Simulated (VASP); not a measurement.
# Cu (I4/mmm) in VASP: further runs, part 2 of 2

VASP 6.6.1.

## Step 4: Single point, PBE (strain +0.050 along x and y, -0.050 along z)

Input file INCAR:

```
SYSTEM = Cu
  PREC = Accurate
  ENCUT = 520
  EDIFF = 1E-6
  ISMEAR = 0
  SIGMA = 0.15
  LREAL = .False.
  LASPH = .True.
  NELM = 80
  ALGO = Fast
  ISIF = 2
  LWAVE = .False.
  LCHARG = .True.
  GGA = PE
  LELF = .True.
  LVHAR = .True.
  NBANDS = 12
```

Input file KPOINTS:

```
regular mesh
0
Gamma
  22 22 22
  0 0 0
```

Input file POSCAR:

```
Cu
1.0
    0.0000000000      1.8978750000      1.7171250000
    1.8978750000      0.0000000000      1.7171250000
    1.8978750000      1.8978750000      0.0000000000
Cu
1
Direct
    0.0000000000      0.0000000000      0.0000000000
```

Command:

```sh
> cat potpaw_PBE.64/Cu/POTCAR > POTCAR
> mpirun -np 1 vasp_std > vasp.out
```

Wall time 72 s (1 thread of AMD EPYC 9R45 (Zen 5), shared host); peak memory 0.19 GiB.

The run converged. Its results:

| Property | Result |
| --- | --- |
| Free energy | -3.7158 eV |
| Pressure | -3.5 GPa |
| Band gap on the k mesh | zero (an odd number of electrons rules out a gap without spin polarisation) |

Stress tensor (GPa, compression positive):
```
-4.60  0.00  0.00
 0.00 -4.60  0.00
 0.00  0.00 -1.43
```

Levels at points of the mesh, in eV from the Fermi level:
```tsv
k point	band 3	band 4	band 5	band 6	band 7	band 8	band 9	band 10
(0.00, 0.00, 0.00)	-3.01	-2.60	-2.36	-1.95	22.41	24.51	24.51	24.85
(0.50, 0.00, 0.00)	-2.68	-1.70	-1.50	-0.84	3.58	19.64	19.85	23.18
(0.50, 0.50, 0.00)	-1.61	-1.45	-1.45	3.04	8.59	11.24	11.24	15.88
(0.50, 0.00, 0.50)	-1.64	-1.61	-1.36	0.88	5.96	13.54	13.71	17.86
```

Caveat: the cell differs from its parent crystal (strain +0.050 along x and y, -0.050 along z); the cell stands under tension.

## Step 5: Single point, PBE (strain +0.050 along x and y, -0.025 along z)

Input file INCAR:

```
ALGO = Normal
EDIFF = 1E-6
ENCUT = 520
GGA = PE
ISIF = 2
ISMEAR = 0
LASPH = T
LCHARG = F
LREAL = F
LWAVE = F
NBANDS = 12
NELM = 60
PREC = Accurate
SIGMA = 0.15
```

Input file KPOINTS:

```
k-points
0
Gamma
  22 22 22
```

Input file POSCAR:

```
Cu
1.0
    0.0000000000      1.8978750000      1.7623125000
    1.8978750000      0.0000000000      1.7623125000
    1.8978750000      1.8978750000      0.0000000000
Cu
1
Direct
    0.0000000000      0.0000000000      0.0000000000
```

Command:

```sh
> cat potpaw_PBE.64/Cu/POTCAR > POTCAR
> mpirun -np 1 vasp_std > vasp.out
```

It took 54 s on 1 thread of AMD EPYC 9R45 (Zen 5), shared host; peak memory 0.2 GiB.

Results (log left out):

```yaml
Free_energy: -3.7094 eV
Pressure: -6.6 GPa
Band_gap_on_the_k_mesh: zero (an odd number of electrons rules out a gap without spin polarisation)
```

Stress tensor (GPa, compression positive):
```
-7.47  0.00  0.00
 0.00 -7.47  0.00
 0.00  0.00 -4.75
```

Levels at points of the mesh, in eV from the Fermi level:
```tsv
k point	band 2	band 3	band 4	band 5	band 6	band 7	band 8	band 9	band 10	band 11
(0.00, 0.00, 0.00)	-2.91	-2.91	-2.61	-2.25	-1.95	22.12	24.11	24.11	24.29	26.53
(0.50, 0.00, 0.00)	-3.01	-2.67	-1.64	-1.50	-0.78	3.43	19.72	19.85	23.12	23.14
(0.50, 0.50, 0.00)	-4.09	-1.59	-1.43	-1.43	2.62	7.92	11.44	11.44	15.95	18.02
(0.50, 0.00, 0.50)	-4.03	-1.60	-1.55	-1.36	1.07	6.01	13.08	13.24	17.38	19.72
```

Caveat: the cell differs from its parent crystal (strain +0.050 along x and y, -0.025 along z); the cell stands under tension.

## Step 6: Single point, PBE (strain +0.050 along x and y, +0.000 along z)

Input file INCAR:

```
PREC = Accurate ; ENCUT = 520
EDIFF = 1E-6 ; ISMEAR = 0
SIGMA = 0.15 ; LREAL = False
LASPH = True ; NELM = 60
ALGO = Normal ; ISIF = 2
LWAVE = False ; LCHARG = False
GGA = PE ; NBANDS = 12
```

Input file KPOINTS:

```
Automatic mesh
0
Gamma
  22 22 22
```

Input file POSCAR:

```
Cu
1.0
    0.0000000000      1.8978750000      1.8075000000
    1.8978750000      0.0000000000      1.8075000000
    1.8978750000      1.8978750000      0.0000000000
Cu
1
Direct
    0.0000000000      0.0000000000      0.0000000000
```

Potentials or basis: VASP PAW PBE potentials, release 64 (Cu).

Command:

```sh
> cat potpaw_PBE.64/Cu/POTCAR > POTCAR
> mpirun -np 1 vasp_std > vasp.out
```

OUTCAR:

```text
PREC = Accurate
   ENCUT = 520
   EDIFF = 1E-6
   ISMEAR = 0
   LREAL = False
   LASPH = True
   NELM = 60
   ISIF = 2
   GGA = PE

 ion  position               nearest neighbor table
   1  0.000  0.000  0.000-

  LATTYP: Found a body centered tetragonal cell.
 ALAT       =     2.6840005647
 C/A-ratio  =     1.3468700594

  Lattice vectors:

 A1 = (   0.0000000000,  -1.8978750000,  -1.8075000000)
 A2 = (   0.0000000000,   1.8978750000,  -1.8075000000)
 A3 = (   1.8978750000,   0.0000000000,   1.8075000000)

Analysis of symmetry for initial positions (statically):
=====================================================================
 Subroutine PRICEL returns:
 Original cell was already a primitive cell.

 Routine SETGRP: Setting up the symmetry group for a
 body centered tetragonal supercell.

 Subroutine GETGRP returns: Found 16 space group operations
 (whereof 16 operations were pure point group operations)
 out of a pool of 16 trial point group operations.

The static configuration has the point symmetry D_4h.

[... 166 lines left out ...]
  band No.  band energies     occupation
      1      -2.1968      2.00000
      2       3.6299      2.00000
      3       3.6299      2.00000
      4       3.8249      2.00000
      5       4.2934      2.00000
      6       4.4883      2.00000
      7      28.2873      0.00000
      8      30.1505      0.00000
      9      30.1505      0.00000
     10      30.2272      0.00000
     11      32.5710      0.00000
     12      32.6646      0.00000
[... 331 lines left out ...]
 k-point    24 :      -0.4545    0.0455    0.0000
  band No.  band energies     occupation
      1       1.8976      2.00000
      2       3.5865      2.00000
      3       3.7475      2.00000
      4       4.6323      2.00000
      5       4.9008      2.00000
      6       5.7914      2.00000
      7      10.0611      0.00000
      8      26.0863      0.00000
      9      26.2166      0.00000
     10      26.9064      0.00000
     11      29.9363      0.00000
     12      31.5788      0.00000

 [... further k-points ...]

------------------------ aborting loop because EDIFF is reached ----------------------------------------

  FORCE on cell =-STRESS in cart. coord.  units (eV):
  Direction    XX          YY          ZZ          XY          YZ          ZX
  --------------------------------------------------------------------------------------
  -------------------------------------------------------------------------------------
  Total       -0.7847185     -0.7847185     -0.6321469      0.0000000      0.0000000      0.0000000
  in kB      -96.5563823    -96.5563823    -77.7830649      0.0000000      0.0000000      0.0000000
  external PRESSURE =     -90.2986098 kB  Pullay stress =       0.0000000 kB

 VOLUME and BASIS-vectors are now :
 -----------------------------------------------------------------------------
  energy-cutoff  :      520.00
  volume of cell :       13.02
      direct lattice vectors                 reciprocal lattice vectors
     0.000000000  1.897875000  1.807500000    -0.263452546  0.263452546  0.276625173
     1.897875000  0.000000000  1.807500000     0.263452546 -0.263452546  0.276625173
     1.897875000  1.897875000  0.000000000     0.263452546  0.263452546 -0.276625173

 POSITION                                       TOTAL-FORCE (eV/Angst)
 -----------------------------------------------------------------------------------
      0.00000      0.00000      0.00000         0.000000      0.000000      0.000000
 -----------------------------------------------------------------------------------
    total drift:                               -0.000000     -0.000000     -0.000000

  FREE ENERGIE OF THE ION-ELECTRON SYSTEM (eV)
  ---------------------------------------------------
  free  energy   TOTEN  =        -3.6966931860 eV

  energy  without entropy=       -3.6936362071  energy(sigma->0) =       -3.69516470
```

OSZICAR:

```text
N       E                     dE             d eps       ncg     rms          rms(c)
DAV:   1     0.438328978215E+02    0.43833E+02   -0.53540E+03 21768   0.149E+03
DAV:   2    -0.316423188527E+01   -0.46997E+02   -0.43403E+02 20560   0.202E+02
DAV:   3    -0.453946958142E+01   -0.13752E+01   -0.13597E+01 23580   0.402E+01
DAV:   4    -0.454858259688E+01   -0.91130E-02   -0.91118E-02 22532   0.290E+00
DAV:   5    -0.454867492489E+01   -0.92328E-04   -0.92326E-04 23836   0.296E-01    0.749E+00
DAV:   6    -0.414646478748E+01    0.40221E+00   -0.15532E+01 23792   0.727E+01    0.442E+00
DAV:   7    -0.370612000165E+01    0.44034E+00   -0.26268E+00 23780   0.302E+01    0.473E-01
DAV:   8    -0.369909749396E+01    0.70225E-02   -0.87389E-03 24804   0.175E+00    0.373E-01
DAV:   9    -0.369670245195E+01    0.23950E-02   -0.16186E-02 24424   0.217E+00    0.397E-02
DAV:  10    -0.369669334361E+01    0.91083E-05   -0.10081E-04 30236   0.171E-01    0.764E-03
DAV:  11    -0.369669318597E+01    0.15764E-06   -0.65198E-07 20444   0.103E-02
   1 F= -.36966932E+01 E0= -.36951647E+01  d E =-.305698E-02
```

stdout:

```text
POSCAR found type information on POSCAR Cu
 POSCAR found :  1 types and       1 ions
 scaLAPACK will be used
 LDA part: xc-table for (Slater+PW92), standard interpolation
 POSCAR, INCAR and KPOINTS ok, starting setup
 FFT: planning ... GRIDC
 FFT: planning ... GRID_SOFT
 FFT: planning ... GRID
 WAVECAR not read
 entering main loop
```

Wall time 54 s (1 thread of AMD EPYC 9R45 (Zen 5), shared host); peak memory 0.2 GiB.

Results:

```
Free energy            : -3.6967 eV
Pressure               : -9.0 GPa
Band gap on the k mesh : zero (an odd number of electrons rules out a gap without spin polarisation)
```

Stress tensor (GPa, compression positive):
```
-9.66  0.00  0.00
 0.00 -9.66  0.00
 0.00  0.00 -7.78
```

Caveat: the cell differs from its parent crystal (strain +0.050 along x and y, +0.000 along z); the cell stands under tension.

## Step 7: Summary

| cell | gap on the mesh (eV) | pressure (GPa) |
| --- | --- | --- |
| a = 2.526, b = 2.526, c = 2.620 Å, angles 58.8, 58.8, 62.5°, 1 atom | none | 2.7 |
| a = 2.557, b = 2.557, c = 2.620 Å, angles 59.2, 59.2, 61.6°, 1 atom | none | -1.1 |
| a = 2.559, b = 2.559, c = 2.684 Å, angles 58.4, 58.4, 63.2°, 1 atom | none | -3.5 |
| a = 2.590, b = 2.590, c = 2.684 Å, angles 58.8, 58.8, 62.4°, 1 atom | none | -6.6 |
| a = 2.621, b = 2.621, c = 2.684 Å, angles 59.2, 59.2, 61.6°, 1 atom | none | -9.0 |

Alike in all rows: task single point; level PBE; potentials or basis VASP PAW PBE potentials, release 64 (Cu); no spin polarisation; k mesh 22 × 22 × 22; cutoff (eV) 520; smearing gaussian 0.15 eV.

Caveats: the cell stands under tension (at least some runs).

Total energies depend on the potentials used, so only differences within one code and one set of settings carry meaning.
